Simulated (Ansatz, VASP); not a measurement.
Two plane-wave programs on MgO

```xyz
2
Lattice="0.0000 2.1485 2.1485 2.1485 0.0000 2.1485 2.1485 2.1485 0.0000" Properties=species:S:1:pos:R:3 pbc="T T T"
Mg    0.0000    0.0000    0.0000
O     2.1485    2.1485    2.1485
```

Alike in both runs: task single point; functional PBEsol; k mesh 8 × 8 × 8; occupations fermi-dirac, width 0.001 eV; no spin polarisation.

|  | VASP | Ansatz |
| --- | --- | --- |
| version | VASP 6.6.1 | Ansatz 0.2.0 |
| potentials or method | VASP PAW PBE potentials, release 64 (Mg, O), cutoff 600 eV | PAW, plane waves, scalar-relativistic |
| valence electrons in the cell | 8 | 16 |

```csv
,VASP,Ansatz,Ansatz less VASP
pressure (GPa),-8.9,-8.2,+0.77
```

VASP's potentials were made for PBE, not for PBEsol. The functional is the same, so the differences come from potentials, cutoffs and numerics. VASP's potentials hold 8 valence electrons a cell and Ansatz's 16, so a difference there can come from the potentials and not from the codes.
